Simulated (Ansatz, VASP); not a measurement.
One calculation of IrS, two programs

```
Ir S
1.0
     0.00000    2.47163    2.47163
     2.47163    0.00000    2.47163
     2.47163    2.47163    0.00000
Ir S
1 1
Direct
  0.50000 0.50000 0.50000
  0.00000 0.00000 0.00000
```

Alike in both runs: task single point; functional r2SCAN; k mesh 12 × 12 × 12; occupations gaussian, width 0.05 eV; no spin polarisation.

```csv
,VASP,Ansatz
version,VASP 6.6.1,Ansatz 0.2.0
potentials or method,"VASP PAW PBE potentials, release 64 (Ir, S), cutoff 520 eV","scalar-relativistic, plane waves, PAW"
valence electrons in the cell,15,23
```

```tsv
	VASP	Ansatz	Ansatz less VASP
gap on the k mesh at the Fermi level (eV)	none	none	-
pressure (GPa)	-1.5	-2.6	-1.08
```

VASP's potentials were made for PBE, not for r2SCAN. A gap of «none» marks a metal or a gap that the smearing closes. With one functional, cell and mesh, what is left measures potentials, basis and numerics. VASP's potentials hold 15 valence electrons a cell and Ansatz's 23, so a difference there can come from the potentials and not from the codes.

Neither program's run includes spin-orbit coupling.
